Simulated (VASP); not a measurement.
Runs of VASP 6.6.1 on Ti3Al5. The structure is that of space group P4/mmm (No. 123), or close to it. The cells are those of the table. 

| cell | further INCAR settings | gap on the mesh (eV) | pressure (GPa) | largest force (eV/Å) |
| --- | --- | --- | --- | --- |
| a = 3.980, b = 3.980, c = 7.882 Å, 8 atoms | ALGO = Fast; EDIFF = 1e-07; NBANDS = 36 | none | (a) | 0.05 |
| a = 3.883, b = 3.883, c = 8.504 Å, 8 atoms | ALGO = Fast; EDIFF = 1e-06; NBANDS = 36 | none | -2.6 | 0.02 |
| a = 3.980, b = 3.980, c = 8.089 Å, 8 atoms | ALGO = Fast; EDIFF = 1e-06; NBANDS = 36 | none | -2.6 | 0.06 |
| a = 4.077, b = 4.077, c = 7.882 Å, 8 atoms | ALGO = Fast; EDIFF = 1e-07; NBANDS = 36 | none | -4.6 | 0.11 |

Alike in all rows: task single point; level PBEsol; potentials or basis VASP PAW PBE potentials, release 64 (Ti_sv, Al); no spin polarisation; k mesh 10 × 10 × 6; cutoff (eV) 520; smearing gaussian 0.15 eV.

**Question.** Fill in the values left out.

**Answer.** (a) 0.5.

Caveats: the PAW data sets were made with another functional, which shifts forces and pressure a little; the stress differs along the axes, from -2 to 6 GPa (at least some runs); the stress differs along the axes, from -4 to 1 GPa (at least some runs); the stress differs along the axes, from -8 to 1 GPa (at least some runs).

A gap of «none» marks levels without a gap at the run's occupations.
